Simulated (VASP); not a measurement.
# NiO (Fm-3m) in VASP: notebook

NiO is run at these levels: PBE, RPBE; tasks: single point.

Everything below comes from runs of VASP 6.6.1. Logs are shortened: lines on timing, memory, paths and dates and some standing lists are left out, and cuts for length are marked.

### 1 The cell of the first run

Symmetry: Fm-3m, No. 225, cubic system. Conventional cell: a = 4.172 Å, b = 4.172 Å, c = 4.172 Å, α = 90.00°, β = 90.00°, γ = 90.00°. Within 2.8 Å of Ni (site symmetry m-3m) lie 6 O at 2.09 Å. O (site symmetry m-3m) has 6 Ni at 2.09 Å within 2.8 Å.

### 2 Single point, PBE, collinear spin, ferromagnetic start

INCAR reads:

```
SYSTEM = NiO
PREC = Accurate
ENCUT = 520
EDIFF = 1E-6
ISMEAR = -1
SIGMA = 0.05
LREAL = .FALSE.
LASPH = .TRUE.
NELM = 150
ALGO = Normal
ISIF = 2
LWAVE = .FALSE.
LCHARG = .TRUE.
ISPIN = 2
MAGMOM = 1 0
LORBIT = 11
LMAXMIX = 4
GGA = PE
LELF = .TRUE.
LVHAR = .TRUE.
NBANDS = 19
```

KPOINTS reads:

```
Automatic mesh
0
G
  5 5 5
  0 0 0
```

POSCAR reads:

```
NiO
1.0
    0.0000000000      2.0859016414      2.0859016414
    2.0859016414      0.0000000000      2.0859016414
    2.0859016414      2.0859016414      0.0000000000
Ni O
1 1
Direct
    0.0000000000      0.0000000000      0.0000000000
    0.5000000000      0.5000000000      0.5000000000
```

Potentials or basis: VASP PAW PBE potentials, release 64 (Ni, O).

The run is started by

```console
cat potpaw_PBE.64/Ni/POTCAR potpaw_PBE.64/O/POTCAR > POTCAR
mpirun -np 1 vasp_std > vasp.out
```

OUTCAR:

```text
SYSTEM = NiO
   PREC = Accurate
   ENCUT = 520
   EDIFF = 1E-6
   ISMEAR = -1
   LREAL = .FALSE.
   LASPH = .TRUE.
   NELM = 150
   ISIF = 2
   ISPIN = 2
   LORBIT = 11
   GGA = PE

 ion  position               nearest neighbor table
   1  0.000  0.000  0.000-   2 2.09   2 2.09   2 2.09   2 2.09   2 2.09   2 2.09
   2  0.500  0.500  0.500-   1 2.09   1 2.09   1 2.09   1 2.09   1 2.09   1 2.09

  LATTYP: Found a face centered cubic cell.
 ALAT       =     4.1718032828

  Lattice vectors:

 A1 = (   0.0000000000,   2.0859016414,   2.0859016414)
 A2 = (   2.0859016414,   0.0000000000,   2.0859016414)
 A3 = (   2.0859016414,   2.0859016414,   0.0000000000)

Analysis of symmetry for initial positions (statically):
=====================================================================
 Subroutine PRICEL returns:
 Original cell was already a primitive cell.

 Routine SETGRP: Setting up the symmetry group for a
 face centered cubic supercell.

 Subroutine GETGRP returns: Found 48 space group operations
 (whereof 48 operations were pure point group operations)
 out of a pool of 48 trial point group operations.

The static configuration has the point symmetry O_h .

Analysis of symmetry for dynamics (positions and initial velocities):
=====================================================================
 Subroutine PRICEL returns:
 Original cell was already a primitive cell.

 Routine SETGRP: Setting up the symmetry group for a
 face centered cubic supercell.

 Subroutine GETGRP returns: Found 48 space group operations
 (whereof 48 operations were pure point group operations)
 out of a pool of 48 trial point group operations.

The dynamic configuration has the point symmetry O_h .

Analysis of structural, dynamic, and magnetic symmetry:
=====================================================================
 Subroutine PRICEL returns:
 Original cell was already a primitive cell.

 Routine SETGRP: Setting up the symmetry group for a
 face centered cubic supercell.

 Subroutine GETGRP returns: Found 48 space group operations
 (whereof 48 operations were pure point group operations)
 out of a pool of 48 trial point group operations.

The overall configuration has the point symmetry O_h .

 Subroutine INISYM returns: Found 48 space group operations
 (whereof 48 operations are pure point group operations),
 and found     1 'primitive' translations

[... 101 lines left out ...]
  Fermi-wavevector in a.u.,A,eV,Ry     =   1.569680  2.966264 33.523312  2.463894
  Thomas-Fermi vector in A             =   2.671526
   LORBIT       =     11    0 simple, 1 ext, 2 COOP (PROOUT), +10 PAW based schemes
   GGA     = PE    functional components
   LHFCALC =     F    Hartree Fock is set to
   AEXX    =    0.0000 exact exchange contribution
   IVDW    =     0    specifies the selected vdW correction
   LEPSILON=     F    determine dielectric tensor
   LRPA    =     F    only Hartree local field effects (RPA)
 spin polarized calculation
  energy-cutoff  :      520.00
  volume of cell :       18.15
 maximum number of plane-waves:       531
 NGX is ok and might be reduce to    24
   NGX = 11   NGY = 11   NGZ = 11

 number of electron      16.0000001 magnetization       1.6770148

 Free energy of the ion-electron system (eV)
  ---------------------------------------------------
  ext. energy  EPLUGINS =         0.00000000
  ---------------------------------------------------
  free energy    TOTEN  =       -11.48312127 eV

  energy without entropy =      -11.46962097  energy(sigma->0) =      -11.47637112

 E-fermi :   8.0290     XC(G=0): -12.6996

 val. band max:        8.0204672991   @ k =  -0.2000   0.2000   0.0000
 cond. band min:       8.0317526735   @ k =  -0.2000   0.2000   0.0000
 fundamental gap:      0.0112853743
 Fermi energy:         8.0290389162

 spin component 1

 k-point     1 :       0.0000    0.0000    0.0000
  band No.  band energies     occupation
      1     -12.4688      1.00000
      2       4.8864      1.00000
      3       4.8865      1.00000
      4       4.9195      1.00000
      5       4.9195      1.00000
      6       4.9195      1.00000
[... 196 lines left out ...]
      5       5.6740      1.00000
      6       5.8216      1.00000
[... 11 lines left out ...]
     18      39.0143      0.00000
     19      41.9230      0.00000
 Fermi energy:         8.0290389162

 spin component 2

 k-point     1 :       0.0000    0.0000    0.0000
  band No.  band energies     occupation
      1     -12.0593      1.00000
      2       5.3938      1.00000
      3       5.3938      1.00000
      4       5.3938      1.00000
      5       6.1167      1.00000
      6       6.1169      1.00000
[... 197 lines left out ...]
      6       7.0670      1.00000
[... 11 lines left out ...]
     18      39.4912      0.00000
     19      42.3329      0.00000

------------------------ aborting loop because EDIFF is reached ----------------------------------------

  FORCE on cell =-STRESS in cart. coord.  units (eV):
  Direction    XX          YY          ZZ          XY          YZ          ZX
  --------------------------------------------------------------------------------------
  -------------------------------------------------------------------------------------
  Total        0.6156393      0.6156393      0.6156393      0.0000000      0.0000000      0.0000000
  in kB       54.3407302     54.3407302     54.3407302      0.0000000      0.0000000      0.0000000
  external PRESSURE =      54.3407302 kB  Pullay stress =       0.0000000 kB

 VOLUME and BASIS-vectors are now :
 -----------------------------------------------------------------------------
  energy-cutoff  :      520.00
  volume of cell :       18.15
      direct lattice vectors                 reciprocal lattice vectors
     0.000000000  2.085901641  2.085901641    -0.239704495  0.239704495  0.239704495
     2.085901641  0.000000000  2.085901641     0.239704495 -0.239704495  0.239704495
     2.085901641  2.085901641  0.000000000     0.239704495  0.239704495 -0.239704495

 POSITION                                       TOTAL-FORCE (eV/Angst)
 -----------------------------------------------------------------------------------
      0.00000      0.00000      0.00000         0.000000     -0.000000     -0.000000
      2.08590      2.08590      2.08590        -0.000000      0.000000      0.000000
 -----------------------------------------------------------------------------------
    total drift:                                0.000000     -0.000000     -0.000000

  FREE ENERGIE OF THE ION-ELECTRON SYSTEM (eV)
  ---------------------------------------------------
  free  energy   TOTEN  =       -11.4831212672 eV

  energy  without entropy=      -11.4696209720  energy(sigma->0) =      -11.47637112

 total charge

# of ion       s       p       d       tot
------------------------------------------
    1        0.332   0.406   8.259   8.998
    2        1.557   3.421   0.000   4.978
--------------------------------------------------
tot          1.889   3.827   8.259  13.976

 magnetization (x)

# of ion       s       p       d       tot
------------------------------------------
    1        0.011   0.015   1.360   1.387
    2        0.028   0.222   0.000   0.250
--------------------------------------------------
tot          0.039   0.237   1.360   1.636
```

It took 13 s on 1 thread of Intel Xeon 8259CL, shared host; peak memory 0.15 GiB.

Results:

- Free energy: -11.4831 eV
- Pressure: 5.4 GPa
- Net moment: 1.68 μB per cell
- Site moments: Ni +1.39; O +0.25 μB
- Valence electrons inside the program's atomic spheres: Ni 9.00; O 4.98

Levels at points of the mesh, in eV from the Fermi level:
Spin up:
| k point | band 6 | band 7 | band 8 | band 9 | band 10 | band 11 | band 12 | band 13 |
| --- | --- | --- | --- | --- | --- | --- | --- | --- |
| (0.00, 0.00, 0.00) | -3.11 | -2.69 | -2.69 | -2.69 | 1.47 | 17.78 | 18.88 | 18.88 |
Spin down:
```
           k point  band 3  band 4  band 5  band 6  band 7  band 8  band 9  band 10  band 11  band 12
(0.00, 0.00, 0.00)   -2.64   -2.64   -1.91   -1.91   -1.91   -0.70   -0.70     1.80    17.72    19.09
```

Caveat: the k points lie up to 0.52 Å⁻¹ apart; a cell with one magnetic atom can't hold antiferromagnetic order, which such compounds often take; semilocal functionals often make such compounds metallic where correlation or magnetic order opens a gap, which also shifts bond lengths.

### 3 Single point, RPBE, collinear spin, ferromagnetic start

This run uses another cell than the first one, of 8.53 Å³/atom.

INCAR reads:

```
PREC     = Accurate       # precision mode
ENCUT    = 520            # plane-wave cutoff, eV
EDIFF    = 1E-6           # SCF threshold, eV
ISMEAR   = -1             # smearing method
SIGMA    = 0.05           # smearing width, eV
LREAL    = False          # projectors in reciprocal space
LASPH    = True           # aspherical terms in the spheres
NELM     = 150            # most SCF steps
ALGO     = Normal         # electronic algorithm
ISIF     = 2              # what is computed and relaxed
LWAVE    = False          # write WAVECAR
LCHARG   = True           # write CHGCAR
ISPIN    = 2              # spin polarisation
MAGMOM   = 1 0            # initial moments
LORBIT   = 11             # projections on sites
LMAXMIX  = 4              # l up to which the mixer works
GGA      = RP             # functional
LELF     = True           # ELF
LVHAR    = True         
NBANDS   = 19             # bands
```

KPOINTS reads:

```
Automatic mesh
0
Gamma
  11 11 11
```

POSCAR reads:

```
NiO
1.0
    0.0000000000      2.0433202721      2.0433202721
    2.0433202721      0.0000000000      2.0433202721
    2.0433202721      2.0433202721      0.0000000000
Ni O
1 1
Direct
    0.0000000000      0.0000000000      0.0000000000
    0.5000000000      0.5000000000      0.5000000000
```

Potentials or basis: VASP PAW PBE potentials, release 64 (Ni, O).

The run is started by

```console
cat potpaw_PBE.64/Ni/POTCAR potpaw_PBE.64/O/POTCAR > POTCAR
mpirun -np 1 vasp_std > vasp.out
```

Wall time 41 s (1 thread of Intel Xeon 8259CL, shared host); peak memory 0.17 GiB.

It converged, with:

```
Free energy                                           : -10.4457 eV
Pressure                                              : 26.5 GPa
Net moment                                            : 1.58 μB per cell
Site moments                                          : Ni +1.31; O +0.23 μB
Valence electrons inside the program's atomic spheres : Ni 9.11; O 5.03
```

Levels at points of the mesh, in eV from the Fermi level:
Spin up:
| k point | band 7 | band 8 | band 9 | band 10 | band 11 | band 12 |
| --- | --- | --- | --- | --- | --- | --- |
| (0.00, 0.00, 0.00) | -2.84 | -2.84 | -2.84 | 1.86 | 18.01 | 19.39 |
Spin down:
```csv
k point,band 3,band 4,band 5,band 6,band 7,band 8,band 9,band 10,band 11,band 12
"(0.00, 0.00, 0.00)",-2.93,-2.93,-2.10,-2.10,-2.10,-0.81,-0.81,2.18,17.93,19.58
```

Caveat: the cell stands under pressure; the PAW data sets were made with another functional, which shifts forces and pressure a little; a cell with one magnetic atom can't hold antiferromagnetic order, which such compounds often take; semilocal functionals often make such compounds metallic where correlation or magnetic order opens a gap, which also shifts bond lengths. With open d or f shells a metallic result of RPBE can be an artefact of self-interaction; +U or a hybrid may open a gap.
